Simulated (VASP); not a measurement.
Here is a VASP 6.6.1 calculation.

File INCAR:

```
SYSTEM = MgO
PREC = Accurate
ENCUT = 520
EDIFF = 1E-6
ISMEAR = 0
SIGMA = 0.01
LREAL = .False.
LASPH = .True.
NELM = 100
ALGO = Normal
ISIF = 2
LWAVE = .False.
LCHARG = .False.
GGA = CA
NBANDS = 11
```

File KPOINTS:

```
regular mesh
0
Gamma
  7 7 6
  0 0 0
```

File POSCAR:

```
MgO
1.0
    2.8574854232      0.0000000000      0.0000000000
   -1.4287427116      2.4746550094      0.0000000000
    0.0000000000      0.0000000000      2.6062268258
Mg O
1 1
Direct
    0.0000000000      0.0000000000      0.0000000000
    0.3333333333      0.6666666667      0.5000000000
```

Potentials or basis: VASP PAW LDA potentials, release 64 (Mg, O).

Launch:

```sh
$ cat potpaw_LDA.64/Mg/POTCAR potpaw_LDA.64/O/POTCAR > POTCAR
$ mpirun -np 1 vasp_std > vasp.out
```

Predict the band gap on the k mesh.

3.61 eV, indirect (least direct gap 4.02 eV).

What does it give for the pressure?

0.9 GPa.

Stress tensor (GPa, compression positive):
```
0.42 0.00 0.00
0.00 0.42 0.00
0.00 0.00 1.86
```

A k mesh can miss the band edges. A hybrid or GW would open this gap; LDA tends to underestimate it.
